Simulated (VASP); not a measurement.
# ZrSc3F2 (P6/mmm) in VASP: a series of runs, part 2 of 2

VASP 6.6.1. The steps go on from the part before.

## Step 5: Single point, PBE, collinear spin

INCAR reads:

```
PREC = Accurate
ENCUT = 520
EDIFF = 1E-6
ISMEAR = 0
SIGMA = 0.1
LREAL = F
LASPH = T
NELM = 150
ALGO = Normal
ISIF = 2
LWAVE = F
LCHARG = T
ISPIN = 2
MAGMOM = 1 1 1 1 0 0
LORBIT = 11
LMAXMIX = 4
GGA = PE
LELF = T
LVHAR = T
NBANDS = 42
```

KPOINTS reads:

```
regular mesh
0
Gamma
  3 3 6
```

POSCAR reads:

```
ZrSc3F2
1.0
    6.5414756734      0.0000000000      0.0000000000
   -3.2707378367      5.6650841114      0.0000000000
    0.0000000000      0.0000000000      2.8209229135
Zr Sc F
1 3 2
Direct
    0.0000000000      0.0000000000      0.0000000000
    0.5000000000      0.0000000000      0.5000000000
    0.5000000000      0.5000000000      0.5000000000
    0.0000000000      0.5000000000      0.5000000000
    0.3333333333      0.6666666667      0.0000000000
    0.6666666667      0.3333333333      0.0000000000
```

Potentials or basis: VASP PAW PBE potentials, release 64 (Zr_sv, Sc_sv, F).

Launch:

```
$ cat potpaw_PBE.64/Zr_sv/POTCAR potpaw_PBE.64/Sc_sv/POTCAR potpaw_PBE.64/F/POTCAR > POTCAR
$ mpirun -np 1 vasp_std > vasp.out
```

OUTCAR:

```text
PREC = Accurate
   ENCUT = 520
   EDIFF = 1E-6
   ISMEAR = 0
   LREAL = F
   LASPH = T
   NELM = 150
   ISIF = 2
   ISPIN = 2
   LORBIT = 11
   GGA = PE

 ion  position               nearest neighbor table
   1  0.000  0.000  0.000-   3 3.56   4 3.56   3 3.56   4 3.56   4 3.56   4 3.56   3 3.56   3 3.56
                             2 3.56   2 3.56   2 3.56   2 3.56
   2  0.500  0.000  0.500-   5 2.36   6 2.36   5 2.36   6 2.36   3 3.27   4 3.27   3 3.27   4 3.27
                             1 3.56   1 3.56   1 3.56   1 3.56
   3  0.500  0.500  0.500-   5 2.36   6 2.36   5 2.36   6 2.36   2 3.27   2 3.27   4 3.27   4 3.27
                             1 3.56   1 3.56   1 3.56   1 3.56
   4  0.000  0.500  0.500-   5 2.36   6 2.36   5 2.36   6 2.36   2 3.27   2 3.27   3 3.27   3 3.27
                             1 3.56   1 3.56   1 3.56   1 3.56
   5  0.333  0.667  0.000-   2 2.36   2 2.36   4 2.36   4 2.36   3 2.36   3 2.36
   6  0.667  0.333  0.000-   2 2.36   2 2.36   4 2.36   4 2.36   3 2.36   3 2.36

  LATTYP: Found a hexagonal cell.
 ALAT       =     6.5414756734
 C/A-ratio  =     0.4312364754

  Lattice vectors:

 A1 = (   6.5414756734,   0.0000000000,   0.0000000000)
 A2 = (  -3.2707378367,   5.6650841114,   0.0000000000)
 A3 = (   0.0000000000,   0.0000000000,   2.8209229135)

Analysis of symmetry for initial positions (statically):
=====================================================================
 Subroutine PRICEL returns:
 Original cell was already a primitive cell.

 Routine SETGRP: Setting up the symmetry group for a
 hexagonal supercell.

 Subroutine GETGRP returns: Found 24 space group operations
 (whereof 24 operations were pure point group operations)
 out of a pool of 24 trial point group operations.

The static configuration has the point symmetry D_6h.

Analysis of symmetry for dynamics (positions and initial velocities):
=====================================================================
 Subroutine PRICEL returns:
 Original cell was already a primitive cell.

 Routine SETGRP: Setting up the symmetry group for a
 hexagonal supercell.

 Subroutine GETGRP returns: Found 24 space group operations
 (whereof 24 operations were pure point group operations)
 out of a pool of 24 trial point group operations.

The dynamic configuration has the point symmetry D_6h.

Analysis of structural, dynamic, and magnetic symmetry:
=====================================================================
 Subroutine PRICEL returns:
 Original cell was already a primitive cell.

 Routine SETGRP: Setting up the symmetry group for a
 hexagonal supercell.

 Subroutine GETGRP returns: Found 24 space group operations
 (whereof 24 operations were pure point group operations)
 out of a pool of 24 trial point group operations.

The overall configuration has the point symmetry D_6h.

 Subroutine INISYM returns: Found 24 space group operations
 (whereof 24 operations are pure point group operations),
 and found     1 'primitive' translations

----------------------------------------------------------------------------------------

                                     Primitive cell

  volume of cell :     104.5378

  direct lattice vectors                    reciprocal lattice vectors
     6.541475673  0.000000000  0.000000000     0.152870705  0.088259943  0.000000000
    -3.270737837  5.665084111  0.000000000     0.000000000  0.176519886  0.000000000
[... 89 lines left out ...]
   TEBEG  =    0.0;   TEEND  =   0.0 temperature during run
   PSTRESS=    0.0 pullay stress
   NELECT =      59.0000    total number of electrons
   NUPDOWN=      -1.0000    fix difference up-down
   EMIN   =  10.00;   EMAX   =-10.00  energy-range for DOS
   EFERMI =   0.00;   METHOD = LEGACY
   ISMEAR =     0;   SIGMA  =   0.10  broadening in eV -4-tet -1-fermi 0-gaus
   EFERMI_NEDOS =   21; number of points for ismear=-14 and -15
   IALGO  =     38    algorithm
   IMIX   =      4    mixing-type and parameters
     AMIX     =   0.40;   BMIX     =  1.00
     AMIX_MAG =   1.60;   BMIX_MAG =  1.00
  volume/ion in A,a.u.               =      17.42       117.58
  Fermi-wavevector in a.u.,A,eV,Ry     =   1.352906  2.556622 24.903499  1.830356
  Thomas-Fermi vector in A             =   2.480206
   LORBIT       =     11    0 simple, 1 ext, 2 COOP (PROOUT), +10 PAW based schemes
   GGA     = PE    functional components
   LHFCALC =     F    Hartree Fock is set to
   AEXX    =    0.0000 exact exchange contribution
   IVDW    =     0    specifies the selected vdW correction
   LEPSILON=     F    determine dielectric tensor
   LRPA    =     F    only Hartree local field effects (RPA)
 spin polarized calculation
 Gauss-broadening in eV      SIGMA  =   0.10
  energy-cutoff  :      520.00
  volume of cell :      104.54
 maximum number of plane-waves:      2844
 NGX is ok and might be reduce to    50
   NGX = 25   NGY = 25   NGZ = 11

 number of electron      59.0000023 magnetization       1.0407693

 Free energy of the ion-electron system (eV)
  ---------------------------------------------------
  ext. energy  EPLUGINS =         0.00000000
  ---------------------------------------------------
  free energy    TOTEN  =       -37.99416937 eV

  energy without entropy =      -37.95650078  energy(sigma->0) =      -37.97533508

 E-fermi :   5.9888     XC(G=0): -10.5773

 val. band max:        5.9614109831   @ k =   0.3333  -0.0000   0.1667
 cond. band min:       6.0255712005   @ k =   0.3333  -0.0000   0.3333
 fundamental gap:      0.0641602173
 Fermi energy:         5.9888046863

 spin component 1

 k-point     1 :       0.0000    0.0000    0.0000
  band No.  band energies     occupation
      1     -44.0216      1.00000
      2     -43.9846      1.00000
      3     -43.9846      1.00000
      4     -42.6624      1.00000
      5     -23.7195      1.00000
      6     -22.8198      1.00000
[... 517 lines left out ...]
     40       8.8695      0.00000
     41       8.8710      0.00000
 Fermi energy:         5.9888046863

 spin component 2

 k-point     1 :       0.0000    0.0000    0.0000
  band No.  band energies     occupation
      1     -43.9604      1.00000
      2     -43.9233      1.00000
      3     -43.9233      1.00000
      4     -42.4724      1.00000
      5     -23.6861      1.00000
      6     -22.7783      1.00000
[... 517 lines left out ...]
     40       9.1104      0.00000
     41       9.1167      0.00000
 [bands above 41 left out]

------------------------ aborting loop because EDIFF is reached ----------------------------------------

  FORCE on cell =-STRESS in cart. coord.  units (eV):
  Direction    XX          YY          ZZ          XY          YZ          ZX
  --------------------------------------------------------------------------------------
  -------------------------------------------------------------------------------------
  Total        0.2366551      0.2366551      0.3040579      0.0000000      0.0000000      0.0000000
  in kB        3.6270468      3.6270468      4.6600817      0.0000000      0.0000000      0.0000000
  external PRESSURE =       3.9713918 kB  Pullay stress =       0.0000000 kB

 VOLUME and BASIS-vectors are now :
 -----------------------------------------------------------------------------
  energy-cutoff  :      520.00
  volume of cell :      104.54
      direct lattice vectors                 reciprocal lattice vectors
     6.541475673  0.000000000  0.000000000     0.152870705  0.088259943  0.000000000
    -3.270737837  5.665084111  0.000000000     0.000000000  0.176519886  0.000000000
     0.000000000  0.000000000  2.820922914     0.000000000  0.000000000  0.354493912

 POSITION                                       TOTAL-FORCE (eV/Angst)
 -----------------------------------------------------------------------------------
      0.00000      0.00000      0.00000         0.000000      0.000000      0.000000
      3.27074      0.00000      1.41046         0.000000      0.000000      0.000000
      1.63537      2.83254      1.41046         0.000000      0.000000      0.000000
     -1.63537      2.83254      1.41046         0.000000      0.000000      0.000000
     -0.00000      3.77672      0.00000         0.000000      0.000000      0.000000
      3.27074      1.88836      0.00000        -0.000000      0.000000     -0.000000
 -----------------------------------------------------------------------------------
    total drift:                               -0.000000     -0.000000     -0.000000

  FREE ENERGIE OF THE ION-ELECTRON SYSTEM (eV)
  ---------------------------------------------------
  free  energy   TOTEN  =       -37.9941693745 eV

  energy  without entropy=      -37.9565007778  energy(sigma->0) =      -37.97533508

 total charge

# of ion       s       p       d       tot
------------------------------------------
    1        2.204   5.943   1.644   9.791
    2        2.207   6.080   1.181   9.468
    3        2.207   6.080   1.181   9.468
    4        2.207   6.080   1.181   9.468
    5        1.741   4.362   0.000   6.103
    6        1.741   4.362   0.000   6.103
--------------------------------------------------
tot         12.309  32.906   5.188  50.403

 magnetization (x)

# of ion       s       p       d       tot
------------------------------------------
    1        0.006   0.013   0.297   0.316
    2        0.003   0.011   0.068   0.082
    3        0.003   0.011   0.068   0.082
    4        0.003   0.011   0.068   0.082
    5        0.001   0.011   0.000   0.012
    6        0.001   0.011   0.000   0.012
--------------------------------------------------
tot          0.015   0.069   0.502   0.586
```

Wall time 84 s (1 thread of Intel Xeon 6975P-C (Granite Rapids), shared host); peak memory 0.32 GiB.

What came out:

```yaml
Free_energy: -37.9942 eV
Pressure: 0.4 GPa
Net_moment: 1.04 μB per cell
Site_moments: Zr +0.32; Sc +0.08; F +0.01 μB
Valence_electrons_inside_the_program's_atomic_spheres: Zr 9.79; Sc 9.47; F 6.10
```

Caveat: the k points lie up to 0.37 Å⁻¹ apart.

## Step 6: Overview

```csv
task,spin,cell,k mesh,cutoff (eV),gap on the mesh (eV),pressure (GPa)
single point,off,"a = 6.541, b = 6.541, c = 2.821 Å, angles 90.0, 90.0, 120.0°, 6 atoms",6 × 6 × 6,520,none,0.1
single point,off,"a = 5.549, b = 5.549, c = 3.379 Å, angles 90.0, 90.0, 120.0°, 6 atoms",6 × 6 × 6,520,none,16.9
relaxation of cell and atoms,off,"relaxed from a = 5.549, b = 5.549, c = 3.379 Å, angles 90.0, 90.0, 120.0°, 6 atoms",6 × 6 × 6,600,none,-0.1
single point,collinear,"a = 6.541, b = 6.541, c = 2.821 Å, angles 90.0, 90.0, 120.0°, 6 atoms",3 × 3 × 6,520,none,0.4
```

Alike in all rows: level PBE; potentials or basis VASP PAW PBE potentials, release 64 (Zr_sv, Sc_sv, F); smearing gaussian 0.1 eV.

Caveats: some runs use coarse meshes; an odd number of electrons without spin polarisation forces a metal (at least some runs); a magnetic or distorted state may lie lower (at least some runs); the cell stands under pressure (at least some runs).

Absolute energies hang on the potentials; compare differences alone.
